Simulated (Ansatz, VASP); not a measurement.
## K2WF in VASP and in Ansatz

```
CELL_PARAMETERS angstrom
3.83071 0.00000 0.00000
-1.91535 3.31749 0.00000
0.00000 0.00000 13.64162
ATOMIC_POSITIONS crystal
K 0.66667 0.33333 0.90290
K 0.33333 0.66667 0.09710
K 0.33333 0.66667 0.40290
K 0.66667 0.33333 0.59710
W 0.00000 0.00000 0.00000
W 0.00000 0.00000 0.50000
F 0.33333 0.66667 0.75000
F 0.66667 0.33333 0.25000
```

Change from the starting cell: species swapped into the NaNiO2 type (P6_3/mmc, No. 194).

Alike in both runs: task relaxation of cell and atoms; functional PBE; k mesh 6 × 6 × 2; occupations gaussian, width 0.1 eV; collinear spin.

```csv
,VASP,Ansatz
version,VASP 6.6.1,Ansatz 0.2.0
potentials or method,"VASP PAW PBE potentials, release 64 (K_sv, W_sv, F), cutoff 600 eV","scalar-relativistic, plane waves, PAW"
valence electrons in the cell,78,78
```

Ansatz gave:

* gap on the k mesh at the Fermi level, each at its own relaxed structure (eV): none
* net moment per atom (μB): 0.06
* size of the moment on the site where the two differ most (μB): 0.17
* relaxed volume (Å³/atom): 19.85
* relaxed length of the cell vector where the two differ most in proportion (Å): 19.906

**Question.** Which values does VASP return?

**Answer.** gap on the k mesh at the Fermi level, each at its own relaxed structure (eV): none; net moment per atom (μB): 0.00; size of the moment on the site where the two differ most (μB): 0.00; relaxed volume (Å³/atom): 19.46; relaxed length of the cell vector where the two differ most in proportion (Å): 19.319.

Site moments also hang on the region over which each program counts them. A gap of «none» marks a metal or a gap that the smearing closes. Ansatz's warnings: cell relax basis refresh, no starting moments.

Neither program's run includes spin-orbit coupling.
